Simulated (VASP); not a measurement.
# Ca3Si2N (P-6m2) in VASP: a series of runs, part 2 of 2

VASP 6.6.1. Earlier steps stand in the parts before.

## Step 4: Single point, PBE

This run uses another cell than the first one, of 21.54 Å³/atom.

Input file INCAR:

```
PREC = Accurate
ENCUT = 520
EDIFF = 1E-6
ISMEAR = 0
SIGMA = 0.1
LREAL = False
LASPH = True
NELM = 100
ALGO = Normal
ISIF = 2
LWAVE = False
LCHARG = False
GGA = PE
NBANDS = 30
```

Input file KPOINTS:

```
regular mesh
0
Gamma
  6 6 4
```

Input file POSCAR:

```
Ca3Si2N
1.0
    4.8078068558      0.0000000000      0.0000000000
   -2.4039034279      4.1636828736      0.0000000000
    0.0000000000      0.0000000000      6.4566043584
Ca Si N
3 2 1
Direct
    0.0000000000      0.0000000000      0.5000000000
    0.3333333333      0.6666666667      0.0000000000
    0.3333333333      0.6666666667      0.5000000000
    0.6666666667      0.3333333333      0.3124694125
    0.6666666667      0.3333333333      0.6875305875
    0.0000000000      0.0000000000      0.0000000000
```

Potentials or basis: VASP PAW PBE potentials, release 64 (Ca_sv, Si, N).

The run is started by

```
cat potpaw_PBE.64/Ca_sv/POTCAR potpaw_PBE.64/Si/POTCAR potpaw_PBE.64/N/POTCAR > POTCAR
mpirun -np 1 vasp_std > vasp.out
```

OUTCAR:

```text
PREC = Accurate
   ENCUT = 520
   EDIFF = 1E-6
   ISMEAR = 0
   LREAL = False
   LASPH = True
   NELM = 100
   ISIF = 2
   GGA = PE

 ion  position               nearest neighbor table
   1  0.000  0.000  0.500-   3 2.78   3 2.78   3 2.78   5 3.03   4 3.03   5 3.03   4 3.03   5 3.03
                             4 3.03
   2  0.333  0.667  0.000-
   3  0.333  0.667  0.500-   1 2.78   1 2.78   1 2.78   4 3.03   5 3.03   4 3.03   5 3.03   5 3.03
                             4 3.03
   4  0.667  0.333  0.312-   5 2.42   3 3.03   3 3.03   1 3.03   1 3.03   1 3.03   3 3.03
   5  0.667  0.333  0.688-   4 2.42   3 3.03   3 3.03   1 3.03   1 3.03   1 3.03   3 3.03
   6  0.000  0.000  0.000-
[... 896 lines left out ...]
  Total        0.1679525      0.1679525      0.0017740      0.0000000      0.0000000      0.0000000
  in kB        2.0819402      2.0819402      0.0219900      0.0000000      0.0000000      0.0000000
  external PRESSURE =       1.3952901 kB  Pullay stress =       0.0000000 kB

 VOLUME and BASIS-vectors are now :
 -----------------------------------------------------------------------------
  energy-cutoff  :      520.00
  volume of cell :      129.25
      direct lattice vectors                 reciprocal lattice vectors
     4.807806856  0.000000000  0.000000000     0.207995044  0.120085995  0.000000000
    -2.403903428  4.163682874  0.000000000     0.000000000  0.240171990  0.000000000
     0.000000000  0.000000000  6.456604358     0.000000000  0.000000000  0.154880173

 POSITION                                       TOTAL-FORCE (eV/Angst)
 -----------------------------------------------------------------------------------
      0.00000      0.00000      3.22830        -0.000000     -0.000000      0.000000
     -0.00000      2.77579      0.00000        -0.000000     -0.000000      0.000000
     -0.00000      2.77579      3.22830         0.000000      0.000000      0.000000
      2.40390      1.38789      2.01749        -0.000000     -0.000000     -0.026086
      2.40390      1.38789      4.43911         0.000000     -0.000000      0.026086
      0.00000      0.00000      0.00000        -0.000000     -0.000000      0.000000
 -----------------------------------------------------------------------------------
    total drift:                                0.000000     -0.000000     -0.000000

  FREE ENERGIE OF THE ION-ELECTRON SYSTEM (eV)
  ---------------------------------------------------
  free  energy   TOTEN  =       -22.0989918669 eV

  energy  without entropy=      -22.0720462190  energy(sigma->0) =      -22.08551904
```

stdout:

```text
POSCAR found type information on POSCAR CaSiN
 POSCAR found :  3 types and       6 ions
 scaLAPACK will be used
 LDA part: xc-table for (Slater+PW92), standard interpolation
 POSCAR, INCAR and KPOINTS ok, starting setup
 FFT: planning ... GRIDC
 FFT: planning ... GRID_SOFT
 FFT: planning ... GRID
 WAVECAR not read
 entering main loop
```

Run time: 38 s. Hardware: 1 thread of Intel Xeon 6975P-C (Granite Rapids), shared host; peak memory 0.27 GiB.

What came out:

| Property | Result |
| --- | --- |
| Free energy | -22.0990 eV |
| Pressure | 0.1 GPa |
| Largest force | 0.026 eV/Å |
| Band gap on the k mesh | zero (an odd number of electrons rules out a gap without spin polarisation) |

Forces in eV/Å, atoms in the order of the input:
```
Ca   0.000  0.000  0.000
Ca   0.000  0.000  0.000
Ca   0.000  0.000  0.000
Si   0.000  0.000 -0.026
Si   0.000  0.000  0.026
N    0.000  0.000  0.000
```

## Step 5: Relaxation of cell and atoms, PBE

Input file INCAR:

```
ALGO = Normal ; EDIFF = 1E-6
EDIFFG = -0.04 ; ENCUT = 600
GGA = PE ; IBRION = 2
ISIF = 3 ; ISMEAR = 0
LASPH = True ; LCHARG = False
LREAL = False ; LWAVE = False
NELM = 100 ; NSW = 90
PREC = Accurate ; SIGMA = 0.1
```

Input file KPOINTS:

```
k-points
0
Gamma
  6 6 2
```

Input file POSCAR:

```
Ca3Si2N
1.0
    4.2165615600      0.0000000000      0.0000000000
   -2.1082807800      3.6516494300      0.0000000000
    0.0000000000      0.0000000000      8.5107336200
Ca Si N
3 2 1
Direct
    0.0000000000      0.0000000000      0.5000000000
    0.3333333300      0.6666666700      0.0000000000
    0.3333333300      0.6666666700      0.5000000000
    0.6666666700      0.3333333300      0.2494100000
    0.6666666700      0.3333333300      0.7505900000
    0.0000000000      0.0000000000      0.0000000000
```

Potentials or basis: VASP PAW PBE potentials, release 64 (Ca_sv, Si, N).

The run is started by

```
cat potpaw_PBE.64/Ca_sv/POTCAR potpaw_PBE.64/Si/POTCAR potpaw_PBE.64/N/POTCAR > POTCAR
mpirun -np 1 vasp_std > vasp.out
```

OUTCAR:

```text
EDIFF = 1E-6
   EDIFFG = -0.04
   ENCUT = 600
   GGA = PE
   IBRION = 2
   ISIF = 3
   ISMEAR = 0
   LASPH = True
   LREAL = False
   NELM = 100
   NSW = 90
   PREC = Accurate

 ion  position               nearest neighbor table
   1  0.000  0.000  0.500-   3 2.43   3 2.43   3 2.43
   2  0.333  0.667  0.000-   6 2.43   6 2.43   6 2.43
   3  0.333  0.667  0.500-   1 2.43   1 2.43   1 2.43
   4  0.667  0.333  0.249-
   5  0.667  0.333  0.751-
   6  0.000  0.000  0.000-   2 2.43   2 2.43   2 2.43

  LATTYP: Found a hexagonal cell.
 ALAT       =     4.2165615600
 C/A-ratio  =     2.0184061110

  Lattice vectors:

 A1 = (   4.2165615600,   0.0000000000,   0.0000000000)
 A2 = (  -2.1082807800,   3.6516494300,   0.0000000000)
 A3 = (   0.0000000000,   0.0000000000,   8.5107336200)

Analysis of symmetry for initial positions (statically):
=====================================================================
 Subroutine PRICEL returns:
 Original cell was already a primitive cell.

 Routine SETGRP: Setting up the symmetry group for a
 hexagonal supercell.

 Subroutine GETGRP returns: Found 12 space group operations
 (whereof 12 operations were pure point group operations)
 out of a pool of 24 trial point group operations.

The static configuration has the point symmetry D_3h.

Analysis of symmetry for dynamics (positions and initial velocities):
=====================================================================
 Subroutine PRICEL returns:
 Original cell was already a primitive cell.

 Routine SETGRP: Setting up the symmetry group for a
 hexagonal supercell.

 Subroutine GETGRP returns: Found 12 space group operations
 (whereof 12 operations were pure point group operations)
 out of a pool of 24 trial point group operations.

The dynamic configuration has the point symmetry D_3h.

 Subroutine INISYM returns: Found 12 space group operations
 (whereof 12 operations are pure point group operations),
 and found     1 'primitive' translations

----------------------------------------------------------------------------------------

[... 127 lines left out ...]
   NGX = 17   NGY = 17   NGZ = 33

--------------------------------------- Ionic step        1  -------------------------------------------

 number of electron      43.0000001 magnetization

 Free energy of the ion-electron system (eV)
  ---------------------------------------------------
  ext. energy  EPLUGINS =         0.00000000
  ---------------------------------------------------
  free energy    TOTEN  =       -19.08558852 eV

  energy without entropy =      -19.06775193  energy(sigma->0) =      -19.07667023

------------------------ aborting loop because EDIFF is reached ----------------------------------------

  FORCE on cell =-STRESS in cart. coord.  units (eV):
  Direction    XX          YY          ZZ          XY          YZ          ZX
  --------------------------------------------------------------------------------------
  -------------------------------------------------------------------------------------
  Total        3.8317425      3.8317425     -6.1713197      0.0000000      0.0000000      0.0000000
  in kB       46.8481424     46.8481425    -75.4525824      0.0000000      0.0000000      0.0000000
  external PRESSURE =       6.0812342 kB  Pullay stress =       0.0000000 kB
[... 101 lines left out ...]
  FREE ENERGIE OF THE ION-ELECTRON SYSTEM (eV)
  ---------------------------------------------------
  free  energy   TOTEN  =       -21.3090817056 eV

  energy  without entropy=      -21.2609945917  energy(sigma->0) =      -21.28503815

 E-fermi :   4.9869     XC(G=0):  -9.9363

 val. band max:        4.9030965081   @ k =   0.1667   0.0000   0.0000
 cond. band min:       4.9919774131   @ k =   0.0000   0.0000   0.0000
 fundamental gap:      0.0888809050
 Fermi energy:         4.9869299740

 k-point     1 :       0.0000    0.0000    0.0000
  band No.  band energies     occupation
      1     -36.5738      2.00000
      2     -35.9819      2.00000
      3     -35.7145      2.00000
      4     -18.7026      2.00000
      5     -17.7121      2.00000
      6     -17.7121      2.00000
[... 381 lines left out ...]
     24       6.2692      0.00000
     25       6.9836      0.00000

[... ionic steps 4 to 14 ...]

--------------------------------------- Ionic step       15  -------------------------------------------

 number of electron      42.9999998 magnetization

------------------------ aborting loop because EDIFF is reached ----------------------------------------
[... 75 lines left out ...]
--------------------------------------- Ionic step       17  -------------------------------------------

 number of electron      43.0000002 magnetization

 Free energy of the ion-electron system (eV)
  ---------------------------------------------------
  ext. energy  EPLUGINS =         0.00000000
  ---------------------------------------------------
  free energy    TOTEN  =       -22.03516499 eV

  energy without entropy =      -22.02103449  energy(sigma->0) =      -22.02809974

 E-fermi :   5.1764     XC(G=0): -10.0668

 val. band max:        5.1070914659   @ k =   0.1667   0.0000   0.0000
 cond. band min:       5.2121923404   @ k =   0.1667   0.1667   0.0000
 fundamental gap:      0.1051008745
 Fermi energy:         5.1764411311

 k-point     1 :       0.0000    0.0000    0.0000
  band No.  band energies     occupation
      1     -36.3382      2.00000
      2     -35.6655      2.00000
      3     -35.4158      2.00000
      4     -18.5206      2.00000
      5     -17.4826      2.00000
      6     -17.4826      2.00000
[... 414 lines left out ...]
  FREE ENERGIE OF THE ION-ELECTRON SYSTEM (eV)
  ---------------------------------------------------
  free  energy   TOTEN  =       -22.0351649865 eV

  energy  without entropy=      -22.0210344920  energy(sigma->0) =      -22.02809974

 reached required accuracy - stopping structural energy minimisation
```

CONTCAR:

```text
Ca3Si2N
   1.00000000000000
     5.0286461199043728   -0.0000000000000000    0.0000000000000000
    -2.5143230599521864    4.3549352902077834    0.0000000000000000
     0.0000000000000000    0.0000000000000000    5.2136896642555373
  Ca              Si              N
     3     2     1
Direct
     1.0000000000000000    0.0000000000000000    0.5000000000000000
     0.3333333300000021    0.6666666699999979    0.0000000000000000
     0.3333333300000021    0.6666666699999979    0.5000000000000000
     0.6666666699999979    0.3333333300000021    0.2594507245941122
     0.6666666699999979    0.3333333300000021    0.7405492754058878
     0.0000000000000000    0.0000000000000000    0.0000000000000000

  0.00000000E+00  0.00000000E+00  0.00000000E+00
  0.00000000E+00  0.00000000E+00  0.00000000E+00
  0.00000000E+00  0.00000000E+00  0.00000000E+00
  0.00000000E+00  0.00000000E+00  0.00000000E+00
  0.00000000E+00  0.00000000E+00  0.00000000E+00
  0.00000000E+00  0.00000000E+00  0.00000000E+00
```

Run time: 9.2 min. Hardware: 1 thread of Intel Xeon 6975P-C (Granite Rapids), shared host; peak memory 0.35 GiB.

Results:

```yaml
Free_energy: -22.0352 eV
Relaxed_volume: 19.03 Å³/atom
Relaxed_cell: a = 5.029 Å, b = 5.029 Å, c = 5.214 Å, α = 90.00°, β = 90.00°, γ = 120.00°
Space_group_after_relaxing_to_0.1_Å: P-6m2 (No. 187)
Pressure_after_relaxing: -0.1 GPa
Largest_force_after_relaxing: 0.027 eV/Å
Band_gap_on_the_k_mesh: zero (an odd number of electrons rules out a gap without spin polarisation)
```

Forces in eV/Å, atoms in the order of the input:
```
Ca   0.000  0.000  0.000
Ca   0.000  0.000  0.000
Ca   0.000  0.000  0.000
Si   0.000  0.000  0.027
Si   0.000  0.000 -0.027
N    0.000  0.000  0.000
```

Stress tensor (GPa, compression positive):
```
-0.10  0.00  0.00
 0.00 -0.10  0.00
 0.00  0.00 -0.23
```

Final structure:
```
Ca Si N
1.0
     5.02865    0.00000    0.00000
    -2.51432    4.35494    0.00000
     0.00000    0.00000    5.21369
Ca Si N
3 2 1
Direct
  0.00000 0.00000 0.50000
  0.33333 0.66667 0.00000
  0.33333 0.66667 0.50000
  0.66667 0.33333 0.25945
  0.66667 0.33333 0.74055
  0.00000 0.00000 0.00000
```

Caveat: the k points lie up to 0.60 Å⁻¹ apart in the final cell, too coarse for converged energies and pressures of a metal; a cell axis changed by over 15 % at a fixed basis, so the end point is rough.

## Step 6: Summary

| task | cell | k mesh | cutoff (eV) | gap on the mesh (eV) | pressure (GPa) | largest force (eV/Å) |
| --- | --- | --- | --- | --- | --- | --- |
| single point | a = 4.217, b = 4.217, c = 8.511 Å, angles 90.0, 90.0, 120.0°, 6 atoms, atomic positions A | 6 × 6 × 2 | 520 | none | 0.6 | 0.84 |
| single point | a = 4.801, b = 4.801, c = 6.529 Å, angles 90.0, 90.0, 120.0°, 6 atoms, atomic positions B | 6 × 6 × 2 | 520 | none | 0.2 | 0.01 |
| single point | a = 4.808, b = 4.808, c = 6.457 Å, angles 90.0, 90.0, 120.0°, 6 atoms, atomic positions C | 6 × 6 × 4 | 520 | none | 0.1 | 0.03 |
| relaxation of cell and atoms | relaxed from a = 4.217, b = 4.217, c = 8.511 Å, angles 90.0, 90.0, 120.0°, 6 atoms, atomic positions A | 6 × 6 × 2 | 600 | none | -0.1 | 0.03 |

Alike in all rows: level PBE; potentials or basis VASP PAW PBE potentials, release 64 (Ca_sv, Si, N); no spin polarisation; smearing gaussian 0.1 eV.

Caveats: some runs use coarse meshes; a cell axis changed by over 15 % at a fixed basis, so the end point is rough (at least some runs).

Total energies depend on the potentials used, so only differences within one code and one set of settings carry meaning.

The gap in the log of VASP goes by the Fermi energy; the results here count the filled bands.